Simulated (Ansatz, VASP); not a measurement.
**Pd: VASP beside Ansatz**

File INCAR:

```
SYSTEM = Pd
ALGO     = Normal         ! electronic algorithm
EDIFF    = 1E-6           ! SCF threshold, eV
ENCUT    = 520            ! plane-wave cutoff, eV
GGA      = PE             ! functional
ISIF     = 2              ! what is computed and relaxed
ISMEAR   = -1             ! smearing method
LASPH    = .True.         ! aspherical terms in the spheres
LCHARG   = .True.         ! write CHGCAR
LELF     = .True.         ! ELF
LREAL    = .False.        ! projectors in reciprocal space
LVHAR    = .True.       
LWAVE    = .False.        ! write WAVECAR
NBANDS   = 11             ! bands
NELM     = 80             ! most SCF steps
PREC     = Accurate       ! precision mode
SIGMA    = 0.05           ! smearing width, eV
```

Contents of KPOINTS:

```
k-points
0
Gamma
  18 18 18
  0 0 0
```

Contents of POSCAR:

```
Pd
1.0
    0.0000000000      1.9186143454      1.9186143454
    1.9186143454      0.0000000000      1.9186143454
    1.9186143454      1.9186143454      0.0000000000
Pd
1
Direct
    0.0000000000      0.0000000000      0.0000000000
```

Input for Ansatz:

```yaml
crystal:
  lattice:
    - [0.0, 1.9186143454, 1.9186143454]
    - [1.9186143454, 0.0, 1.9186143454]
    - [1.9186143454, 1.9186143454, 0.0]
  atoms:
    - { symbol: Pd, position: [0.0, 0.0, 0.0] }
kpoints:
  mp_grid: { grid: [18, 18, 18] }
scf:
  occupations: { method: fermi_dirac, width: 0.05 }
hamiltonian:
  xc: pbe
  pseudopotentials: { kind: all_electron, lapw: { basis_error: 0.00025 } }
output:
  forces: true
  stress: true
  eigenvalues: true
```

Change from the starting cell: volume scaled by 0.96.

Alike in both runs: task single point; functional PBE; k mesh 18 × 18 × 18; occupations fermi-dirac, width 0.05 eV; no spin polarisation.

```csv
,VASP,Ansatz
version,VASP 6.6.1,Ansatz 0.2.0
potentials or method,"VASP PAW PBE potentials, release 64 (Pd), cutoff 520 eV","all-electron LAPW, scalar-relativistic"
```

```csv
,VASP,Ansatz,Ansatz less VASP
pressure (GPa),16.7,17.0,+0.32
```

Ansatz ran all-electron here, and VASP with PAW potentials.
